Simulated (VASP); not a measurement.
Input of a VASP 6.6.1 run:

The input INCAR:

```
PREC = Accurate ; ENCUT = 520
EDIFF = 1E-6 ; ISMEAR = 0
SIGMA = 0.02 ; LREAL = F
LASPH = T ; NELM = 100
ALGO = Normal ; ISIF = 2
LWAVE = F ; LCHARG = T
GGA = PS ; LELF = T
LVHAR = T ; NBANDS = 28
```

KPOINTS

```
regular mesh
0
Gamma
  8 8 8
```

Contents of POSCAR:

```
SrTiO3
1.0
    3.8911204260      0.0000000000      0.0000000000
    0.0000000000      3.8911204260      0.0000000000
    0.0000000000      0.0000000000      3.8911204260
Sr Ti O
1 1 3
Direct
    0.5000000000      0.5000000000      0.5000000000
    0.0000000000      0.0000000000      0.0000000000
    0.5000000000      0.0000000000      0.0000000000
    0.0000000000      0.5000000000      0.0000000000
    0.0000000000      0.0000000000      0.5000000000
```

Potentials or basis: VASP PAW PBE potentials, release 64 (Sr_sv, Ti_sv, O).

Command:

```bash
$ cat potpaw_PBE.64/Sr_sv/POTCAR potpaw_PBE.64/Ti_sv/POTCAR potpaw_PBE.64/O/POTCAR > POTCAR
$ mpirun -np 1 vasp_std > vasp.out
```

Q: What does it give for the pressure?

A: 0.7 GPa.

Q: Predict the band gap on the k mesh.

A: 1.82 eV, indirect (least direct gap 2.17 eV).

Caveat: the PAW data sets were made with another functional, which shifts forces and pressure a little. PBEsol gaps usually lie below the measured ones, often by a third to a half.
